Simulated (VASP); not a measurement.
# Ni in VASP: further runs

Runs on Ni. Level: PBE. Tasks: single point.

Everything below comes from runs of VASP 6.6.1. Logs are shortened: lines on timing, memory, paths and dates and some standing lists are left out, and cuts for length are marked.

## (1) The cell of the first run

The cell holds a slab with vacuum, 3 atoms: a = 2.489 Å, b = 2.489 Å, c = 19.520 Å, α = 90.00°, β = 90.00°, γ = 90.00°.

## (2) Single point, PBE, collinear spin, ferromagnetic start

File INCAR:

```
SYSTEM = Ni
PREC = Accurate
ENCUT = 520
EDIFF = 1E-6
ISMEAR = -1
SIGMA = 0.1
LREAL = .False.
LASPH = .True.
NELM = 150
ALGO = Normal
ISIF = 2
LWAVE = .False.
LCHARG = .False.
ISPIN = 2
MAGMOM = 1 1 1
LORBIT = 11
LMAXMIX = 4
LDIPOL = .True.
IDIPOL = 3
DIPOL = 0.5 0.5 0.500
GGA = PE
NBANDS = 26
```

File KPOINTS:

```
Automatic mesh
0
Gamma
  16 16 1
  0 0 0
```

File POSCAR:

```
Ni
1.0
    2.4893873964      0.0000000000      0.0000000000
    0.0000000000      2.4893873964      0.0000000000
    0.0000000000      0.0000000000     19.5205000000
Ni
3
Direct
    0.0000000000      0.0000000000      0.4098249169
    0.5000000000      0.5000000000      0.5000000000
    0.0000000000      0.0000000000      0.5901750831
```

Potentials or basis: VASP PAW PBE potentials, release 64 (Ni).

The run is started by

```
> cat potpaw_PBE.64/Ni/POTCAR > POTCAR
> mpirun -np 1 vasp_std > vasp.out
```

OUTCAR:

```text
SYSTEM = Ni
   PREC = Accurate
   ENCUT = 520
   EDIFF = 1E-6
   ISMEAR = -1
   LREAL = .False.
   LASPH = .True.
   NELM = 150
   ISIF = 2
   ISPIN = 2
   LORBIT = 11
   GGA = PE

 ion  position               nearest neighbor table
   1  0.000  0.000  0.410-   2 2.49   2 2.49   2 2.49   2 2.49
   2  0.500  0.500  0.500-   1 2.49   3 2.49   1 2.49   3 2.49   1 2.49   3 2.49   1 2.49   3 2.49

   3  0.000  0.000  0.590-   2 2.49   2 2.49   2 2.49   2 2.49

  LATTYP: Found a simple tetragonal cell.
 ALAT       =     2.4893873964
 C/A-ratio  =     7.8414874391

  Lattice vectors:

 A1 = (   2.4893873964,   0.0000000000,   0.0000000000)
 A2 = (   0.0000000000,   2.4893873964,   0.0000000000)
 A3 = (   0.0000000000,   0.0000000000,  19.5205000000)

Analysis of symmetry for initial positions (statically):
=====================================================================
 Subroutine PRICEL returns:
 Original cell was already a primitive cell.

 Routine SETGRP: Setting up the symmetry group for a
 simple tetragonal supercell.

 Subroutine GETGRP returns: Found 16 space group operations
 (whereof 16 operations were pure point group operations)
 out of a pool of 16 trial point group operations.

The static configuration has the point symmetry D_4h.

Analysis of symmetry for dynamics (positions and initial velocities):
=====================================================================
 Subroutine PRICEL returns:
 Original cell was already a primitive cell.

 Routine SETGRP: Setting up the symmetry group for a
 simple tetragonal supercell.

 Subroutine GETGRP returns: Found 16 space group operations
 (whereof 16 operations were pure point group operations)
 out of a pool of 16 trial point group operations.

The dynamic configuration has the point symmetry D_4h.

Analysis of structural, dynamic, and magnetic symmetry:
=====================================================================
 Subroutine PRICEL returns:
 Original cell was already a primitive cell.

 Routine SETGRP: Setting up the symmetry group for a
 simple tetragonal supercell.

 Subroutine GETGRP returns: Found 16 space group operations
 (whereof 16 operations were pure point group operations)
 out of a pool of 16 trial point group operations.

The overall configuration has the point symmetry D_4h.

 Subroutine INISYM returns: Found 16 space group operations
 (whereof 16 operations are pure point group operations),
 and found     1 'primitive' translations

----------------------------------------------------------------------------------------

                                     Primitive cell

  volume of cell :     120.9695

  direct lattice vectors                    reciprocal lattice vectors
     2.489387396  0.000000000  0.000000000     0.401705255  0.000000000  0.000000000
     0.000000000  2.489387396  0.000000000     0.000000000  0.401705255  0.000000000
     0.000000000  0.000000000 19.520500000     0.000000000  0.000000000  0.051228196

  length of vectors
     2.489387396  2.489387396 19.520500000     0.401705255  0.401705255  0.051228196

  position of ions in fractional coordinates (direct lattice)
     0.000000000  0.000000000  0.409824917
     0.500000000  0.500000000  0.500000000
     0.000000000  0.000000000  0.590175083

  ion indices of the primitive-cell ions
   primitive index   ion index
                 1           1
                 2           2
                 3           3

----------------------------------------------------------------------------------------

 KPOINTS: Automatic mesh

Automatic generation of k-mesh.
 Grid dimensions read from file:
 generate k-points for:   16   16    1

 Generating k-lattice:

  Cartesian coordinates                     Fractional coordinates (reciprocal lattice)
     0.025106578  0.000000000  0.000000000     0.062500000  0.000000000  0.000000000
     0.000000000  0.025106578  0.000000000     0.000000000  0.062500000  0.000000000
     0.000000000  0.000000000  0.051228196     0.000000000  0.000000000  1.000000000

  Length of vectors
     0.025106578  0.025106578  0.051228196

  Shift w.r.t. Gamma in fractional coordinates (k-lattice)
     0.000000000  0.000000000  0.000000000

 Subroutine IBZKPT returns following result:
 ===========================================

 Found     45 irreducible k-points:

 Following reciprocal coordinates:
            Coordinates               Weight
  0.000000  0.000000  0.000000      1.000000
  0.062500  0.000000  0.000000      4.000000
  0.125000  0.000000  0.000000      4.000000
  0.187500  0.000000  0.000000      4.000000
  0.250000  0.000000  0.000000      4.000000
  0.312500  0.000000  0.000000      4.000000
[... 16 lines left out ...]
  0.437500  0.125000  0.000000      8.000000
  0.500000  0.125000  0.000000      4.000000
 [... further k-points ...]
   k-points           NKPTS =     45   k-points in BZ     NKDIM =     45   number of bands    NBANDS=     26
   number of dos      NEDOS =    301   number of ions     NIONS =      3
   total plane-waves  NPLWV =  60000
   dimension x,y,z NGX =    20 NGY =   20 NGZ =  150
   dimension x,y,z NGXF=    40 NGYF=   40 NGZF=  300
   ions per type =               3
   NGX,Y,Z   is equivalent  to a cutoff of  13.36, 13.36, 12.77 a.u.
   NGXF,Y,Z  is equivalent  to a cutoff of  26.71, 26.71, 25.55 a.u.
 SYSTEM =  Ni
   PREC   = accura    normal or accurate (medium, high low for compatibility)
   ISTART =      0    job   : 0-new  1-cont  2-samecut
   ICHARG =      2    charge: 1-file 2-atom 10-const
   ISPIN  =      2    spin polarized calculation?
   LNONCOLLINEAR =      F non collinear calculations
   LSORBIT =      F    spin-orbit coupling
   LASPH  =      T    aspherical Exc in radial PAW
   ENCUT  =  520.0 eV  38.22 Ry    6.18 a.u.   4.63  4.63 36.30*2*pi/ulx,y,z
   NELM   =    150;   NELMIN=  2; NELMDL= -5     # of ELM steps
   EDIFF  = 0.1E-05   stopping-criterion for ELM
   LREAL  =      F    real-space projection
   EDIFFG = 0.1E-04   stopping-criterion for IOM
   NSW    =      0    number of steps for IOM
   IBRION =     -1    ionic relax: 0-MD 1-quasi-New 2-CG
   NFREE  =      0    steps in history (QN), initial steepest desc. (CG)
   ISIF   =      2    stress and relaxation
   ISYM   =      2    0-nonsym 1-usesym 2-fastsym
   POTIM  = 0.5000    time-step for ionic-motion
   TEBEG  =    0.0;   TEEND  =   0.0 temperature during run
   PSTRESS=    0.0 pullay stress
   NELECT =      30.0000    total number of electrons
   NUPDOWN=      -1.0000    fix difference up-down
   EMIN   =  10.00;   EMAX   =-10.00  energy-range for DOS
   EFERMI =   0.00;   METHOD = LEGACY
   ISMEAR =    -1;   SIGMA  =   0.10  broadening in eV -4-tet -1-fermi 0-gaus
   EFERMI_NEDOS =   21; number of points for ismear=-14 and -15
   IALGO  =     38    algorithm
   IMIX   =      4    mixing-type and parameters
     AMIX     =   0.40;   BMIX     =  1.00
     AMIX_MAG =   1.60;   BMIX_MAG =  1.00
  volume/ion in A,a.u.               =      40.32       272.11
  Fermi-wavevector in a.u.,A,eV,Ry     =   1.028545  1.943668 14.393668  1.057905
  Thomas-Fermi vector in A             =   2.162547
   LORBIT       =     11    0 simple, 1 ext, 2 COOP (PROOUT), +10 PAW based schemes
   GGA     = PE    functional components
   LHFCALC =     F    Hartree Fock is set to
   AEXX    =    0.0000 exact exchange contribution
   IVDW    =     0    specifies the selected vdW correction
   LEPSILON=     F    determine dielectric tensor
   LRPA    =     F    only Hartree local field effects (RPA)
 spin polarized calculation
  energy-cutoff  :      520.00
  volume of cell :      120.97
 maximum number of plane-waves:      3319
 NGX is ok and might be reduce to    20
   NGX =  9   NGY =  9   NGZ = 73

 dipolmoment           0.000000      0.000000      0.000000 electrons x Angstroem

 number of electron      29.9999970 magnetization       2.0859557

 dipolmoment           0.000000      0.000000     -0.000000 electrons x Angstroem

 Free energy of the ion-electron system (eV)
  ---------------------------------------------------
  ext. energy  EPLUGINS =         0.00000000
  ---------------------------------------------------
  free energy    TOTEN  =       -14.76507555 eV

  energy without entropy =      -14.58601595  energy(sigma->0) =      -14.67554575

 E-fermi :  -0.9538     XC(G=0):  -4.5944

 val. band max:       -0.9590928438   @ k =   0.3750   0.3125   0.0000
 cond. band min:      -0.9499523931   @ k =   0.5000   0.1250   0.0000
 fundamental gap:      0.0091404506
 Fermi energy:        -0.9537660684

 spin component 1

 k-point     1 :       0.0000    0.0000    0.0000
  band No.  band energies     occupation
      1      -8.8801      1.00000
      2      -6.4198      1.00000
      3      -5.2913      1.00000
      4      -4.7362      1.00000
      5      -3.9897      1.00000
      6      -3.4585      1.00000
[... 18 lines left out ...]
     25       9.9647      0.00000
     26      10.7973      0.00000

 k-point     2 :       0.0625    0.0000    0.0000
  band No.  band energies     occupation
      1      -8.7816      1.00000
      2      -6.3331      1.00000
      3      -5.2287      1.00000
      4      -4.7061      1.00000
      5      -3.9706      1.00000
      6      -3.4326      1.00000
[... 18 lines left out ...]
     25      10.0614      0.00000
     26      10.8709      0.00000

 k-point     3 :       0.1250    0.0000    0.0000
  band No.  band energies     occupation
      1      -8.4909      1.00000
      2      -6.0879      1.00000
      3      -5.0574      1.00000
      4      -4.6134      1.00000
      5      -3.9087      1.00000
      6      -3.3613      1.00000
[... 572 lines left out ...]
 k-point    23 :       0.4375    0.1250    0.0000
  band No.  band energies     occupation
      1      -5.3120      1.00000
      2      -4.9588      1.00000
      3      -4.2429      1.00000
      4      -3.7546      1.00000
      5      -3.7207      1.00000
      6      -3.3553      1.00000
[... 18 lines left out ...]
     25       9.7182      0.00000
     26      10.0634      0.00000

 k-point    24 :       0.5000    0.1250    0.0000
  band No.  band energies     occupation
      1      -5.1419      1.00000
      2      -4.9702      1.00000
      3      -4.2663      1.00000
      4      -3.7817      1.00000
      5      -3.5675      1.00000
      6      -3.4999      1.00000
[... 18 lines left out ...]
     25      10.0379      0.00000
     26      11.0476      0.00000

 [... further k-points ...]

 spin component 2

 k-point     1 :       0.0000    0.0000    0.0000
  band No.  band energies     occupation
      1      -8.9029      1.00000
      2      -6.3907      1.00000
      3      -4.9928      1.00000
      4      -4.1452      1.00000
      5      -3.2920      1.00000
      6      -2.7531      1.00000
[... 18 lines left out ...]
     25       9.9584      0.00000
     26      10.8162      0.00000

 k-point     2 :       0.0625    0.0000    0.0000
  band No.  band energies     occupation
      1      -8.8040      1.00000
      2      -6.3015      1.00000
      3      -4.9256      1.00000
      4      -4.1161      1.00000
      5      -3.2737      1.00000
      6      -2.7263      1.00000
[... 18 lines left out ...]
     25      10.0554      0.00000
     26      10.8887      0.00000

 k-point     3 :       0.1250    0.0000    0.0000
  band No.  band energies     occupation
      1      -8.5116      1.00000
      2      -6.0446      1.00000
      3      -4.7365      1.00000
      4      -4.0318      1.00000
      5      -3.2192      1.00000
      6      -2.6541      1.00000
[... 572 lines left out ...]
 k-point    23 :       0.4375    0.1250    0.0000
  band No.  band energies     occupation
      1      -5.0549      1.00000
      2      -4.4383      1.00000
      3      -3.8764      1.00000
      4      -3.2082      1.00000
      5      -3.0901      1.00000
      6      -2.7378      1.00000
[... 18 lines left out ...]
     25       9.7145      0.00000
     26      10.1025      0.00000

 k-point    24 :       0.5000    0.1250    0.0000
  band No.  band energies     occupation
      1      -4.7887      1.00000
      2      -4.4334      1.00000
      3      -3.9774      1.00000
      4      -3.1161      1.00000
      5      -3.0665      1.00000
      6      -2.8636      1.00000
[... 18 lines left out ...]
     25      10.0076      0.00000
     26      11.0301      0.00000

 [... further k-points ...]

------------------------ aborting loop because EDIFF is reached ----------------------------------------

 vacuum level on the upper side and lower side of the slab       (xc-potential included)        -0.003        -0.003

  FORCE on cell =-STRESS in cart. coord.  units (eV):
  Direction    XX          YY          ZZ          XY          YZ          ZX
  --------------------------------------------------------------------------------------
  -------------------------------------------------------------------------------------
  Total       -2.0973983     -2.0973983     -1.0002398      0.0000000      0.0000000     -0.0000000
  in kB      -27.7789340    -27.7789340    -13.2476483      0.0000000      0.0000000     -0.0000000
  external PRESSURE =     -22.9351721 kB  Pullay stress =       0.0000000 kB

 VOLUME and BASIS-vectors are now :
 -----------------------------------------------------------------------------
  energy-cutoff  :      520.00
  volume of cell :      120.97
      direct lattice vectors                 reciprocal lattice vectors
     2.489387396  0.000000000  0.000000000     0.401705255  0.000000000  0.000000000
     0.000000000  2.489387396  0.000000000     0.000000000  0.401705255  0.000000000
     0.000000000  0.000000000 19.520500000     0.000000000  0.000000000  0.051228196

 POSITION                                       TOTAL-FORCE (eV/Angst)
 -----------------------------------------------------------------------------------
      0.00000      0.00000      7.99999        -0.000000     -0.000000      0.282146
      1.24469      1.24469      9.76025         0.000000      0.000000      0.000000
      0.00000      0.00000     11.52051         0.000000      0.000000     -0.282146
 -----------------------------------------------------------------------------------
    total drift:                               -0.000000      0.000000     -0.000000

  FREE ENERGIE OF THE ION-ELECTRON SYSTEM (eV)
  ---------------------------------------------------
  free  energy   TOTEN  =       -14.7650755477 eV

  energy  without entropy=      -14.5860159511  energy(sigma->0) =      -14.67554575

 vacuum level on the upper side and lower side of the slab         3.924         3.924

 total charge

# of ion       s       p       d       tot
------------------------------------------
    1        0.470   0.334   8.317   9.121
    2        0.488   0.490   8.310   9.288
    3        0.470   0.334   8.317   9.121
--------------------------------------------------
tot          1.428   1.159  24.944  27.531

 magnetization (x)

# of ion       s       p       d       tot
------------------------------------------
    1       -0.002  -0.017   0.757   0.739
    2       -0.007  -0.024   0.685   0.654
    3       -0.002  -0.017   0.757   0.739
--------------------------------------------------
tot         -0.011  -0.057   2.200   2.132
```

Run time: 3.8 min. Hardware: 1 thread of Intel Xeon 6975P-C (Granite Rapids), shared host; peak memory 0.4 GiB.

Results:

```
Free energy                                           : -14.7651 eV
Largest force                                         : 0.282 eV/Å
Net moment                                            : 2.09 μB per cell
Site moments                                          : Ni +0.74, +0.65 μB
Valence electrons inside the program's atomic spheres : Ni 9.12, 9.29
```

Forces on the atoms (eV/Å):
```
Ni   0.000  0.000  0.282
Ni   0.000  0.000  0.000
Ni   0.000  0.000 -0.282
```

## (3) Single point, PBE, collinear spin, ferromagnetic start

File INCAR:

```
SYSTEM = Ni
PREC = Accurate ; ENCUT = 520
EDIFF = 1E-6 ; ISMEAR = -1
SIGMA = 0.1 ; LREAL = .False.
LASPH = .True. ; NELM = 150
ALGO = Normal ; ISIF = 2
LWAVE = .False. ; LCHARG = .False.
ISPIN = 2 ; MAGMOM = 1 1 1
LORBIT = 11 ; LMAXMIX = 4
LDIPOL = .True. ; IDIPOL = 3
DIPOL = 0.5 0.5 0.500 ; GGA = PE
NBANDS = 26
```

File KPOINTS:

```
regular mesh
0
Gamma
  16 16 1
  0 0 0
```

File POSCAR:

```
Ni
1.0
    2.4893873964      0.0000000000      0.0000000000
    0.0000000000      2.4893873964      0.0000000000
    0.0000000000      0.0000000000     19.5205000000
Ni
3
Direct
    0.0000000000      0.0000000000      0.4125325403
    0.5000000000      0.5000000000      0.5000000139
    0.0000000000      0.0000000000      0.5874674458
```

Potentials or basis: VASP PAW PBE potentials, release 64 (Ni).

The run is started by

```
> cat potpaw_PBE.64/Ni/POTCAR > POTCAR
> mpirun -np 1 vasp_std > vasp.out
```

OUTCAR:

```text
SYSTEM = Ni
   PREC = Accurate
   ENCUT = 520
   EDIFF = 1E-6
   ISMEAR = -1
   LREAL = .False.
   LASPH = .True.
   NELM = 150
   ISIF = 2
   ISPIN = 2
   LORBIT = 11
   GGA = PE

 ion  position               nearest neighbor table
   1  0.000  0.000  0.413-   2 2.45   2 2.45   2 2.45   2 2.45
   2  0.500  0.500  0.500-   3 2.45   3 2.45   3 2.45   3 2.45   1 2.45   1 2.45   1 2.45   1 2.45

   3  0.000  0.000  0.587-   2 2.45   2 2.45   2 2.45   2 2.45

  LATTYP: Found a simple tetragonal cell.
 ALAT       =     2.4893873964
 C/A-ratio  =     7.8414874391

  Lattice vectors:

 A1 = (   2.4893873964,   0.0000000000,   0.0000000000)
[... 1621 lines left out ...]
     2.489387396  0.000000000  0.000000000     0.401705255  0.000000000  0.000000000
     0.000000000  2.489387396  0.000000000     0.000000000  0.401705255  0.000000000
     0.000000000  0.000000000 19.520500000     0.000000000  0.000000000  0.051228196

 POSITION                                       TOTAL-FORCE (eV/Angst)
 -----------------------------------------------------------------------------------
      0.00000      0.00000      8.05284        -0.000000      0.000000     -0.011129
      1.24469      1.24469      9.76025         0.000000     -0.000000      0.000000
      0.00000      0.00000     11.46766         0.000000     -0.000000      0.011129
 -----------------------------------------------------------------------------------
    total drift:                               -0.000000     -0.000000     -0.000017

  FREE ENERGIE OF THE ION-ELECTRON SYSTEM (eV)
  ---------------------------------------------------
  free  energy   TOTEN  =       -14.7799813962 eV

  energy  without entropy=      -14.6077023415  energy(sigma->0) =      -14.69384187

 vacuum level on the upper side and lower side of the slab         3.919         3.919

 total charge

# of ion       s       p       d       tot
------------------------------------------
    1        0.478   0.347   8.325   9.150
    2        0.501   0.519   8.321   9.342
    3        0.478   0.347   8.325   9.150
--------------------------------------------------
tot          1.457   1.213  24.972  27.642

 magnetization (x)

# of ion       s       p       d       tot
------------------------------------------
    1       -0.002  -0.017   0.750   0.731
    2       -0.007  -0.024   0.676   0.645
    3       -0.002  -0.017   0.750   0.731
--------------------------------------------------
tot         -0.012  -0.058   2.175   2.106
```

OSZICAR:

```text
N       E                     dE             d eps       ncg     rms          rms(c)
DAV:   1     0.187901200555E+03    0.18790E+03   -0.12592E+04  4680   0.111E+03
DAV:   2    -0.652724098670E+01   -0.19443E+03   -0.18094E+03  4762   0.252E+02
DAV:   3    -0.172163800530E+02   -0.10689E+02   -0.10424E+02  5334   0.816E+01
[... 19 lines left out ...]
DAV:  23    -0.147799505866E+02   -0.16869E-03   -0.23983E-05  4724   0.283E-02    0.246E-03
DAV:  24    -0.147799662498E+02   -0.15663E-04   -0.10149E-06  3746   0.663E-03    0.198E-03
DAV:  25    -0.147799780470E+02   -0.11797E-04   -0.11059E-06  3634   0.753E-03    0.275E-03
DAV:  26    -0.147799809128E+02   -0.28658E-05   -0.50442E-07  3552   0.592E-03    0.713E-04
DAV:  27    -0.147799813962E+02   -0.48346E-06   -0.71222E-08  3506   0.162E-03
   1 F= -.14779981E+02 E0= -.14693842E+02  d E =-.172279E+00  mag=     2.0662
```

Run time: 3.3 min. Hardware: 1 thread of Intel Xeon 6975P-C (Granite Rapids), shared host; peak memory 0.39 GiB.

Results:

- Free energy: -14.7800 eV
- Largest force: 0.011 eV/Å
- Net moment: 2.07 μB per cell
- Site moments: Ni +0.73, +0.65 μB
- Valence electrons inside the program's atomic spheres: Ni 9.15, 9.34

Forces on the atoms (eV/Å):
```
Ni   0.000  0.000 -0.011
Ni   0.000  0.000  0.000
Ni   0.000  0.000  0.011
```
